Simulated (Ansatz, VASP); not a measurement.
## Two plane-wave programs on Ir

```xyz
2
Lattice="1.3522 0.7807 4.7747 -1.3522 0.7807 4.7747 0.0000 -1.5614 4.7747" Properties=species:S:1:pos:R:3 pbc="T T T"
Ir    0.0000    0.0000    8.4304
Ir    0.0000    0.0000    5.8937
```

Alike in both runs: functional PBE; k mesh 24 × 24 × 24; occupations gaussian, width 0.1 eV; no spin polarisation.

Ansatz relaxed the structure, and its values are those at the end. VASP's run is a single point on that final structure, the one shown.

|  | VASP | Ansatz |
| --- | --- | --- |
| version | VASP 6.6.1 | Ansatz 0.2.0 |
| potentials or method | VASP PAW PBE potentials, release 64 (Ir), cutoff 520 eV | scalar-relativistic, plane waves, PAW |
| valence electrons in the cell | 18 | 34 |

```tsv
	VASP	Ansatz	Ansatz less VASP
gap on the k mesh at the Fermi level (eV)	none	none	-
pressure (GPa)	0.4	0.0	-0.35
rms of the force components (eV/Å)	0.017	0.000	-0.0165
```

A gap of «none» marks a metal or a gap that the smearing closes. VASP's potentials hold 18 valence electrons a cell and Ansatz's 34, so a difference there can come from the potentials and not from the codes.

Neither program's run includes spin-orbit coupling.
